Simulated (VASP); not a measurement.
Write the native input for VASP 6.6.1 that does the following.

```yaml
Task: single point
Functional: PBEsol
Potentials_or_basis: VASP PAW PBE potentials, release 64 (Al, Ni)
Cutoff: 520 eV
k_mesh: 8 × 8 × 10
Occupations: gaussian, width 0.15 eV
Spin: no spin polarisation
Dipole_correction: no
Further_INCAR_settings: ALGO = Fast; EDIFF = 1e-06; NBANDS = 40
```

The structure of Al3Ni5 lies in POSCAR:

```
Al3Ni5
1.0
    3.2933322733     -3.6919375996      0.0000000000
    3.2933322733      3.6919375996      0.0000000000
    0.0000000000      0.0000000000      3.9063722972
Al Ni
3 5
Direct
    0.5000000000      0.5000000000      0.0000000000
    0.7796888788      0.2203111212      0.5000000000
    0.2203111212      0.7796888788      0.5000000000
    0.0000000000      0.0000000000      0.0000000000
    0.0000000000      0.5000000000      0.0000000000
    0.5000000000      0.0000000000      0.0000000000
    0.2762373070      0.2762373070      0.5000000000
    0.7237626930      0.7237626930      0.5000000000
```

This cell differs from its parent crystal: strain +0.000 along x and y, +0.050 along z.

These files were run (other wordings do the same):

INCAR

```
  PREC = Accurate
  ENCUT = 520
  EDIFF = 1E-6
  ISMEAR = 0
  SIGMA = 0.15
  LREAL = False
  LASPH = True
  NELM = 100
  ALGO = Fast
  ISIF = 2
  LWAVE = False
  LCHARG = False
  GGA = PS
  NBANDS = 40
```

KPOINTS

```
Automatic mesh
0
Gamma
  8 8 10
```

Potentials or basis: VASP PAW PBE potentials, release 64 (Al, Ni).

Run with:

```console
$ cat potpaw_PBE.64/Al/POTCAR potpaw_PBE.64/Ni/POTCAR > POTCAR
$ mpirun -np 1 vasp_std > vasp.out
```

Results of the run:

```
Pressure               : -7.8 GPa
Largest force          : 0.189 eV/Å
Band gap on the k mesh : zero (an odd number of electrons rules out a gap without spin polarisation)
```

Caveat: the cell differs from its parent crystal (strain +0.000 along x and y, +0.050 along z); the cell stands under tension; the PAW data sets were made with another functional, which shifts forces and pressure a little.

Wall time 3.7 min on 1 thread of Intel(R) Xeon(R) 6975P-C (Granite Rapids), with other jobs on the host, peak memory 0.47 GiB.
